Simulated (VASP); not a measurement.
# ZnS (F-43m) in VASP: notebook, part 2 of 2

VASP 6.6.1. Earlier steps stand in the parts before.

## 3. Single point, LDA

This run uses another cell than the first one, of 18.58 Å³/atom.

Contents of INCAR:

```
PREC     = Accurate       # precision mode
ENCUT    = 500            # plane-wave cutoff, eV
EDIFF    = 1E-6           # SCF threshold, eV
ISMEAR   = 0              # smearing method
SIGMA    = 0.01           # smearing width, eV
LREAL    = F              # projectors in reciprocal space
LASPH    = T              # aspherical terms in the spheres
NELM     = 120            # most SCF steps
ALGO     = Normal         # electronic algorithm
ISIF     = 2              # what is computed and relaxed
LWAVE    = F              # write WAVECAR
LCHARG   = T              # write CHGCAR
LELF     = T              # ELF
LVHAR    = T            
NBANDS   = 16             # bands
GGA_COMPAT= F
```

Contents of KPOINTS:

```
regular mesh
0
Gamma
  10 10 10
```

Contents of POSCAR:

```
ZnS
1.0
    0.0000000000      2.6483981533      2.6483981533
    2.6483981533      0.0000000000      2.6483981533
    2.6483981533      2.6483981533      0.0000000000
Zn S
1 1
Direct
    0.2500000000      0.2500000000      0.2500000000
    0.0000000000      0.0000000000      0.0000000000
```

Potentials or basis: VASP PAW LDA potentials, release 64 (Zn, S).

Launch:

```
$ cat potpaw_LDA.64/Zn/POTCAR potpaw_LDA.64/S/POTCAR > POTCAR
$ mpirun -np 1 vasp_std > vasp.out
```

OUTCAR:

```text
PREC = Accurate
   ENCUT = 500
   EDIFF = 1E-6
   ISMEAR = 0
   LREAL = F
   LASPH = T
   NELM = 120
   ISIF = 2

 ion  position               nearest neighbor table
   1  0.250  0.250  0.250-   2 2.29   2 2.29   2 2.29   2 2.29
   2  0.000  0.000  0.000-   1 2.29   1 2.29   1 2.29   1 2.29

  LATTYP: Found a face centered cubic cell.
 ALAT       =     5.2967963066

  Lattice vectors:

 A1 = (   0.0000000000,   2.6483981533,   2.6483981533)
 A2 = (   2.6483981533,   0.0000000000,   2.6483981533)
 A3 = (   2.6483981533,   2.6483981533,   0.0000000000)

Analysis of symmetry for initial positions (statically):
=====================================================================
 Subroutine PRICEL returns:
 Original cell was already a primitive cell.

 Routine SETGRP: Setting up the symmetry group for a
 face centered cubic supercell.

 Subroutine GETGRP returns: Found 24 space group operations
 (whereof 24 operations were pure point group operations)
 out of a pool of 48 trial point group operations.

The static configuration has the point symmetry T_d .

Analysis of symmetry for dynamics (positions and initial velocities):
=====================================================================
 Subroutine PRICEL returns:
 Original cell was already a primitive cell.

 Routine SETGRP: Setting up the symmetry group for a
 face centered cubic supercell.

 Subroutine GETGRP returns: Found 24 space group operations
 (whereof 24 operations were pure point group operations)
 out of a pool of 48 trial point group operations.

The dynamic configuration has the point symmetry T_d .

 Subroutine INISYM returns: Found 24 space group operations
 (whereof 24 operations are pure point group operations),
 and found     1 'primitive' translations

----------------------------------------------------------------------------------------

                                     Primitive cell

  volume of cell :      37.1518

  direct lattice vectors                    reciprocal lattice vectors
     0.000000000  2.648398153  2.648398153    -0.188793365  0.188793365  0.188793365
     2.648398153  0.000000000  2.648398153     0.188793365 -0.188793365  0.188793365
     2.648398153  2.648398153  0.000000000     0.188793365  0.188793365 -0.188793365

  length of vectors
     3.745400587  3.745400587  3.745400587     0.326999701  0.326999701  0.326999701

  position of ions in fractional coordinates (direct lattice)
     0.250000000  0.250000000  0.250000000
     0.000000000  0.000000000  0.000000000

  ion indices of the primitive-cell ions
   primitive index   ion index
                 1           1
                 2           2

----------------------------------------------------------------------------------------

 KPOINTS: regular mesh

Automatic generation of k-mesh.
 Grid dimensions read from file:
 generate k-points for:   10   10   10

 Generating k-lattice:

  Cartesian coordinates                     Fractional coordinates (reciprocal lattice)
    -0.018879337  0.018879337  0.018879337     0.100000000  0.000000000  0.000000000
     0.018879337 -0.018879337  0.018879337     0.000000000  0.100000000  0.000000000
     0.018879337  0.018879337 -0.018879337     0.000000000  0.000000000  0.100000000

  Length of vectors
     0.032699970  0.032699970  0.032699970

  Shift w.r.t. Gamma in fractional coordinates (k-lattice)
     0.000000000  0.000000000  0.000000000

 Subroutine IBZKPT returns following result:
 ===========================================

 Found     47 irreducible k-points:

 Following reciprocal coordinates:
            Coordinates               Weight
  0.000000  0.000000  0.000000      1.000000
  0.100000  0.000000  0.000000      8.000000
  0.200000  0.000000  0.000000      8.000000
  0.300000  0.000000  0.000000      8.000000
  0.400000  0.000000  0.000000      8.000000
  0.500000  0.000000  0.000000      4.000000
[... 16 lines left out ...]
  0.300000  0.300000  0.000000      6.000000
  0.400000  0.300000  0.000000     24.000000
 [... further k-points ...]
   k-points           NKPTS =     47   k-points in BZ     NKDIM =     47   number of bands    NBANDS=     16
   number of dos      NEDOS =    301   number of ions     NIONS =      2
   total plane-waves  NPLWV =  21952
   dimension x,y,z NGX =    28 NGY =   28 NGZ =   28
   dimension x,y,z NGXF=    56 NGYF=   56 NGZF=   56
   ions per type =               1   1
   NGX,Y,Z   is equivalent  to a cutoff of  12.43, 12.43, 12.43 a.u.
   NGXF,Y,Z  is equivalent  to a cutoff of  24.86, 24.86, 24.86 a.u.
 SYSTEM =  unknown system
   PREC   = accura    normal or accurate (medium, high low for compatibility)
   ISTART =      0    job   : 0-new  1-cont  2-samecut
   ICHARG =      2    charge: 1-file 2-atom 10-const
   ISPIN  =      1    spin polarized calculation?
   LNONCOLLINEAR =      F non collinear calculations
   LSORBIT =      F    spin-orbit coupling
   LASPH  =      T    aspherical Exc in radial PAW
   ENCUT  =  500.0 eV  36.75 Ry    6.06 a.u.   6.83  6.83  6.83*2*pi/ulx,y,z
   NELM   =    120;   NELMIN=  2; NELMDL= -5     # of ELM steps
   EDIFF  = 0.1E-05   stopping-criterion for ELM
   LREAL  =      F    real-space projection
   EDIFFG = 0.1E-04   stopping-criterion for IOM
   NSW    =      0    number of steps for IOM
   IBRION =     -1    ionic relax: 0-MD 1-quasi-New 2-CG
   NFREE  =      0    steps in history (QN), initial steepest desc. (CG)
   ISIF   =      2    stress and relaxation
   ISYM   =      2    0-nonsym 1-usesym 2-fastsym
   POTIM  = 0.5000    time-step for ionic-motion
   TEBEG  =    0.0;   TEEND  =   0.0 temperature during run
   PSTRESS=    0.0 pullay stress
   NELECT =      18.0000    total number of electrons
   NUPDOWN=      -1.0000    fix difference up-down
   EMIN   =  10.00;   EMAX   =-10.00  energy-range for DOS
   EFERMI =   0.00;   METHOD = LEGACY
   ISMEAR =     0;   SIGMA  =   0.01  broadening in eV -4-tet -1-fermi 0-gaus
   EFERMI_NEDOS =   21; number of points for ismear=-14 and -15
   IALGO  =     38    algorithm
   IMIX   =      4    mixing-type and parameters
     AMIX     =   0.40;   BMIX     =  1.00
     AMIX_MAG =   1.60;   BMIX_MAG =  1.00
  volume/ion in A,a.u.               =      18.58       125.36
  Fermi-wavevector in a.u.,A,eV,Ry     =   1.285797  2.429804 22.494156  1.653274
  Thomas-Fermi vector in A             =   2.417910
   LORBIT       =      0    0 simple, 1 ext, 2 COOP (PROOUT), +10 PAW based schemes
   GGA     = CA    functional components
   LHFCALC =     F    Hartree Fock is set to
   AEXX    =    0.0000 exact exchange contribution
   IVDW    =     0    specifies the selected vdW correction
   LEPSILON=     F    determine dielectric tensor
   LRPA    =     F    only Hartree local field effects (RPA)
 non-spin polarized calculation
 Gauss-broadening in eV      SIGMA  =   0.01
  energy-cutoff  :      500.00
  volume of cell :       37.15
 maximum number of plane-waves:       960
   NGX = 13   NGY = 13   NGZ = 13

 number of electron      18.0000014 magnetization

 Free energy of the ion-electron system (eV)
  ---------------------------------------------------
  ext. energy  EPLUGINS =         0.00000000
  ---------------------------------------------------
  free energy    TOTEN  =        -8.20775801 eV

  energy without entropy =       -8.20775801  energy(sigma->0) =       -8.20775801

 E-fermi :   2.6420     XC(G=0): -10.3164

 val. band max:        2.5133509928   @ k =   0.0000   0.0000   0.0000
 cond. band min:       4.6735846620   @ k =   0.0000   0.0000   0.0000
 fundamental gap:      2.1602336692
 Fermi energy:         2.6419617156

 k-point     1 :       0.0000    0.0000    0.0000
  band No.  band energies     occupation
      1     -11.0343      2.00000
      2      -4.2432      2.00000
      3      -4.2432      2.00000
      4      -4.2432      2.00000
      5      -3.6900      2.00000
      6      -3.6900      2.00000
[... 8 lines left out ...]
     15      14.3395      0.00000
     16      14.3731      0.00000

 k-point     2 :       0.1000    0.0000    0.0000
  band No.  band energies     occupation
      1     -10.9488      2.00000
      2      -4.2465      2.00000
      3      -4.2278      2.00000
      4      -4.2278      2.00000
      5      -3.6916      2.00000
      6      -3.6916      2.00000
[... 8 lines left out ...]
     15      13.8381      0.00000
     16      14.9738      0.00000
[... 387 lines left out ...]
      5      -3.7304      2.00000
      6      -3.6326      2.00000
[... 8 lines left out ...]
     15      15.4422      0.00000
     16      19.4166      0.00000

 k-point    24 :       0.4000    0.3000    0.0000
  band No.  band energies     occupation
      1      -9.9341      2.00000
      2      -4.2956      2.00000
      3      -3.9704      2.00000
      4      -3.9630      2.00000
      5      -3.6684      2.00000
      6      -3.6237      2.00000
[... 8 lines left out ...]
     15      16.0167      0.00000
     16      18.6389      0.00000

 [... further k-points ...]
[... 5 lines left out ...]
  --------------------------------------------------------------------------------------
  -------------------------------------------------------------------------------------
  Total        0.0511994      0.0511994      0.0511994      0.0000000      0.0000000      0.0000000
  in kB        2.2079817      2.2079817      2.2079817      0.0000000      0.0000000      0.0000000
  external PRESSURE =       2.2079817 kB  Pullay stress =       0.0000000 kB

 VOLUME and BASIS-vectors are now :
 -----------------------------------------------------------------------------
  energy-cutoff  :      500.00
  volume of cell :       37.15
      direct lattice vectors                 reciprocal lattice vectors
     0.000000000  2.648398153  2.648398153    -0.188793365  0.188793365  0.188793365
     2.648398153  0.000000000  2.648398153     0.188793365 -0.188793365  0.188793365
     2.648398153  2.648398153  0.000000000     0.188793365  0.188793365 -0.188793365

 POSITION                                       TOTAL-FORCE (eV/Angst)
 -----------------------------------------------------------------------------------
      1.32420      1.32420      1.32420         0.000000      0.000000      0.000000
      0.00000      0.00000      0.00000        -0.000000     -0.000000     -0.000000
 -----------------------------------------------------------------------------------
    total drift:                               -0.000001     -0.000001     -0.000001

  FREE ENERGIE OF THE ION-ELECTRON SYSTEM (eV)
  ---------------------------------------------------
  free  energy   TOTEN  =        -8.2077580087 eV

  energy  without entropy=       -8.2077580087  energy(sigma->0) =       -8.20775801
```

It took 47 s on 1 thread of AMD EPYC 7R13, shared host; peak memory 0.12 GiB.

Results:

```yaml
Free_energy: -8.2078 eV
Pressure: 0.2 GPa
Band_gap_on_the_k_mesh: 2.16 eV
```

## 4. Relaxation of cell and atoms, LDA

This run uses another cell than the first one, of 18.58 Å³/atom.

Contents of INCAR:

```
SYSTEM = ZnS
PREC = Accurate
ENCUT = 500
EDIFF = 1E-7
ISMEAR = 0
SIGMA = 0.01
LREAL = .False.
LASPH = .True.
NELM = 120
ALGO = Normal
ISIF = 3
LWAVE = .False.
LCHARG = .False.
IBRION = 2
NSW = 80
EDIFFG = -0.001
GGA_COMPAT = .False.
NELMIN = 4
```

Contents of KPOINTS:

```
Automatic mesh
0
Gamma
  10 10 10
  0 0 0
```

Contents of POSCAR:

```
ZnS
1.0
    0.0000000000      2.6484690878      2.6484690878
    2.6484690878      0.0000000000      2.6484690878
    2.6484690878      2.6484690878      0.0000000000
Zn S
1 1
Direct
    0.2500000000      0.2500000000      0.2500000000
    0.0000000000      0.0000000000      0.0000000000
```

Potentials or basis: VASP PAW LDA potentials, release 64 (Zn, S).

Launch:

```
$ cat potpaw_LDA.64/Zn/POTCAR potpaw_LDA.64/S/POTCAR > POTCAR
$ mpirun -np 1 vasp_std > vasp.out
```

OUTCAR:

```text
SYSTEM = ZnS
   PREC = Accurate
   ENCUT = 500
   EDIFF = 1E-7
   ISMEAR = 0
   LREAL = .False.
   LASPH = .True.
   NELM = 120
   ISIF = 3
   IBRION = 2
   NSW = 80
   EDIFFG = -0.001
   NELMIN = 4

 ion  position               nearest neighbor table
   1  0.250  0.250  0.250-   2 2.29   2 2.29   2 2.29   2 2.29
   2  0.000  0.000  0.000-   1 2.29   1 2.29   1 2.29   1 2.29

  LATTYP: Found a face centered cubic cell.
 ALAT       =     5.2969381756

  Lattice vectors:

 A1 = (   0.0000000000,   2.6484690878,   2.6484690878)
 A2 = (   2.6484690878,   0.0000000000,   2.6484690878)
 A3 = (   2.6484690878,   2.6484690878,   0.0000000000)

Analysis of symmetry for initial positions (statically):
=====================================================================
 Subroutine PRICEL returns:
 Original cell was already a primitive cell.

 Routine SETGRP: Setting up the symmetry group for a
 face centered cubic supercell.

 Subroutine GETGRP returns: Found 24 space group operations
 (whereof 24 operations were pure point group operations)
 out of a pool of 48 trial point group operations.

The static configuration has the point symmetry T_d .

Analysis of symmetry for dynamics (positions and initial velocities):
=====================================================================
 Subroutine PRICEL returns:
 Original cell was already a primitive cell.

 Routine SETGRP: Setting up the symmetry group for a
 face centered cubic supercell.

 Subroutine GETGRP returns: Found 24 space group operations
 (whereof 24 operations were pure point group operations)
 out of a pool of 48 trial point group operations.

The dynamic configuration has the point symmetry T_d .

 Subroutine INISYM returns: Found 24 space group operations
 (whereof 24 operations are pure point group operations),
 and found     1 'primitive' translations

[... 129 lines left out ...]
  volume of cell :       37.15
 maximum number of plane-waves:       960
   NGX = 13   NGY = 13   NGZ = 13

--------------------------------------- Ionic step        1  -------------------------------------------

 number of electron      18.0000014 magnetization

 Free energy of the ion-electron system (eV)
  ---------------------------------------------------
  ext. energy  EPLUGINS =         0.00000000
  ---------------------------------------------------
  free energy    TOTEN  =        -8.20776256 eV

  energy without entropy =       -8.20776256  energy(sigma->0) =       -8.20776256

------------------------ aborting loop because EDIFF is reached ----------------------------------------

  FORCE on cell =-STRESS in cart. coord.  units (eV):
  Direction    XX          YY          ZZ          XY          YZ          ZX
  --------------------------------------------------------------------------------------
  -------------------------------------------------------------------------------------
  Total        0.0542220      0.0542220      0.0542220     -0.0000000     -0.0000000      0.0000000
  in kB        2.3381468      2.3381468      2.3381468     -0.0000000     -0.0000000      0.0000000
  external PRESSURE =       2.3381468 kB  Pullay stress =       0.0000000 kB
[... 59 lines left out ...]
--------------------------------------- Ionic step        3  -------------------------------------------

 number of electron      18.0000016 magnetization

 Free energy of the ion-electron system (eV)
  ---------------------------------------------------
  ext. energy  EPLUGINS =         0.00000000
  ---------------------------------------------------
  free energy    TOTEN  =        -8.20783929 eV

  energy without entropy =       -8.20783929  energy(sigma->0) =       -8.20783929

 E-fermi :   2.5756     XC(G=0): -10.3031

 val. band max:        2.4845329524   @ k =   0.0000   0.0000   0.0000
 cond. band min:       4.6317472780   @ k =   0.0000   0.0000   0.0000
 fundamental gap:      2.1472143256
 Fermi energy:         2.5756486726

 k-point     1 :       0.0000    0.0000    0.0000
  band No.  band energies     occupation
      1     -11.0414      2.00000
      2      -4.2587      2.00000
      3      -4.2587      2.00000
      4      -4.2587      2.00000
      5      -3.7090      2.00000
      6      -3.7090      2.00000
      7       2.4845      2.00000
      8       2.4845      2.00000
      9       2.4845      2.00000
     10       4.6317      0.00000
     11       8.6960      0.00000
     12       8.6960      0.00000
     13       8.6960      0.00000
[... 354 lines left out ...]
  band No.  band energies     occupation
      1      -9.9470      2.00000
      2      -4.3089      2.00000
      3      -3.9875      2.00000
      4      -3.9801      2.00000
      5      -3.6871      2.00000
      6      -3.6432      2.00000
      7      -1.5071      2.00000
      8       0.2746      2.00000
      9       0.5112      2.00000
     10       6.2579      0.00000
     11       7.0899      0.00000
     12      11.2740      0.00000
     13      12.2515      0.00000

 [... further k-points ...]
[... 5 lines left out ...]
  --------------------------------------------------------------------------------------
  -------------------------------------------------------------------------------------
  Total       -0.0018101     -0.0018101     -0.0018101     -0.0000000      0.0000000     -0.0000000
  in kB       -0.0778377     -0.0778377     -0.0778377     -0.0000000      0.0000000     -0.0000000
  external PRESSURE =      -0.0778377 kB  Pullay stress =       0.0000000 kB
[... 17 lines left out ...]
  FREE ENERGIE OF THE ION-ELECTRON SYSTEM (eV)
  ---------------------------------------------------
  free  energy   TOTEN  =        -8.2078392868 eV

  energy  without entropy=       -8.2078392868  energy(sigma->0) =       -8.20783929

 reached required accuracy - stopping structural energy minimisation
```

CONTCAR:

```text
ZnS
   1.00000000000000
    -0.0000000000000000    2.6509116651292000    2.6509116651292000
     2.6509116651292000   -0.0000000000000000    2.6509116651292000
     2.6509116651292000    2.6509116651292000    0.0000000000000000
  Zn              S
     1     1
Direct
     0.2500000000000000    0.2500000000000000    0.2500000000000000
     0.0000000000000000    0.0000000000000000    0.0000000000000000

  0.00000000E+00  0.00000000E+00  0.00000000E+00
  0.00000000E+00  0.00000000E+00  0.00000000E+00
```

Wall time 79 s (1 thread of AMD EPYC 7R13, shared host); peak memory 0.12 GiB.

What came out:

- Free energy: -8.2078 eV
- Relaxed volume: 18.63 Å³/atom
- Relaxed cell: a = 3.749 Å, b = 3.749 Å, c = 3.749 Å, α = 60.00°, β = 60.00°, γ = 60.00°
- Space group after relaxing (to 0.1 Å): F-43m (No. 216)
- Energy gained by relaxing: 0.0 meV/atom
- Ionic steps: 3
- Pressure after relaxing: 0.0 GPa
- Band gap on the k mesh: 2.15 eV

Final structure:
```xyz
2
Lattice="0.0000 2.6509 2.6509 2.6509 0.0000 2.6509 2.6509 2.6509 0.0000" Properties=species:S:1:pos:R:3 pbc="T T T"
Zn    1.3255    1.3255    1.3255
S     0.0000    0.0000    0.0000
```

## 5. Overview

```tsv
task	cell	k mesh	smearing	gap on the mesh (eV)	pressure (GPa)
single point	a = 3.821 Å, angles 60.0°, 2 atoms	6 × 6 × 6	gaussian 0.1 eV	1.89	-4.3
single point	a = 3.745 Å, angles 60.0°, 2 atoms	10 × 10 × 10	gaussian 0.01 eV	2.16	0.2
relaxation of cell and atoms	relaxed from a = 3.746 Å, angles 60.0°, 2 atoms	10 × 10 × 10	gaussian 0.01 eV	2.15	0.0
```

Alike in all rows: level LDA; potentials or basis VASP PAW LDA potentials, release 64 (Zn, S); no spin polarisation; cutoff (eV) 500.

Caveats: the cell stands under tension (at least some runs).

Absolute energies hang on the potentials; compare differences alone.
